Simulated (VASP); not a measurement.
A run of VASP 6.6.1 is set up as follows.

The input INCAR:

```
SYSTEM = WS2
PREC = Accurate
ENCUT = 520
EDIFF = 1E-7
ISMEAR = 1
SIGMA = 0.08
LREAL = .False.
LASPH = .True.
NELM = 80
ALGO = Normal
ISIF = 2
LWAVE = .False.
LCHARG = .False.
GGA = PS
NBANDS = 49
```

KPOINTS

```
regular mesh
0
Gamma
  12 12 1
  0 0 0
```

File POSCAR:

```
WS2
1.0
    3.1829541699      0.0000000000      0.0000000000
   -1.5914770850      2.7565191702      0.0000000000
    0.0000000000      0.0000000000     28.5322178600
W S
3 6
Direct
    0.6666666667      0.3333333333      0.6592864300
    0.3333333333      0.6666666667      0.8855337800
    0.3333333333      0.6666666667      0.4343616800
    0.6666666667      0.3333333333      0.9401857300
    0.6666666667      0.3333333333      0.4890304200
    0.3333333333      0.6666666667      0.7139522100
    0.6666666667      0.3333333333      0.8308482800
    0.6666666667      0.3333333333      0.3797102500
    0.3333333333      0.6666666667      0.6046252100
```

Potentials or basis: VASP PAW PBE potentials, release 64 (W_sv, S).

Command:

```bash
$ cat potpaw_PBE.64/W_sv/POTCAR potpaw_PBE.64/S/POTCAR > POTCAR
$ mpirun -np 1 vasp_std > vasp.out
```

(1) Estimate the band gap on the k mesh.

(2) Predict the largest force.

Results:

(1) 1.34 eV, indirect (least direct gap 1.75 eV).

(2) 0.100 eV/Å.

Caveat: the PAW data sets were made with another functional, which shifts forces and pressure a little; spin-orbit coupling is left out, which moves the levels of the heavy elements.
